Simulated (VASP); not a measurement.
Wanted: the native input for a VASP 6.6.1 run.

```
Task                   : single point
Functional             : PBE
Potentials or basis    : VASP PAW PBE potentials, release 64 (Al, Si, I)
Cutoff                 : 520 eV
k mesh                 : 4 × 8 × 8
Occupations            : gaussian, width 0.1 eV
Spin                   : no spin polarisation
Dipole correction      : no
Further INCAR settings : ALGO = Fast; EDIFF = 1e-07; NBANDS = 21
```

The structure of Al3Si2I lies in POSCAR:

```
Al3Si2I
1.0
    8.6419626948      0.0000000000      0.0000000000
    0.0000000000      2.1682936214      3.7882235818
    0.0000000000     -2.1682936214      3.7882235818
Al Si I
3 2 1
Direct
    0.0000000000      0.2099460771      0.2099460771
    0.8092648598      0.8745652161      0.8745652161
    0.1907351402      0.8745652161      0.8745652161
    0.1389629728      0.5403700596      0.5403700596
    0.8610370272      0.5403700596      0.5403700596
    0.5000000000      0.7861475814      0.7861475814
```

The cell was generated, and may not be a known phase.

The input as run:

INCAR

```
SYSTEM = Al3Si2I
PREC     = Accurate       ! precision mode
ENCUT    = 520            ! plane-wave cutoff, eV
EDIFF    = 1E-7           ! SCF threshold, eV
ISMEAR   = 0              ! smearing method
SIGMA    = 0.1            ! smearing width, eV
LREAL    = .FALSE.        ! projectors in reciprocal space
LASPH    = .TRUE.         ! aspherical terms in the spheres
NELM     = 60             ! most SCF steps
ALGO     = Fast           ! electronic algorithm
ISIF     = 2              ! what is computed and relaxed
LWAVE    = .FALSE.        ! write WAVECAR
LCHARG   = .FALSE.        ! write CHGCAR
GGA      = PE             ! functional
NBANDS   = 21             ! bands
```

KPOINTS

```
Automatic mesh
0
G
  4 8 8
  0 0 0
```

Potentials or basis: VASP PAW PBE potentials, release 64 (Al, Si, I).

Launch:

```sh
$ cat potpaw_PBE.64/Al/POTCAR potpaw_PBE.64/Si/POTCAR potpaw_PBE.64/I/POTCAR > POTCAR
$ mpirun -np 1 vasp_std > vasp.out
```

Results of the run:

```
Pressure               : 0.0 GPa
Largest force          : 0.007 eV/Å
Band gap on the k mesh : zero (bands 12 and 13 overlap by 1.09 eV)
```

Caveat: spin-orbit coupling is left out, which moves the levels of the heavy elements.

Run time: 6 min on 1 thread of Oxide Virtual Turin-like Processor (shared host), peak memory 0.32 GiB.
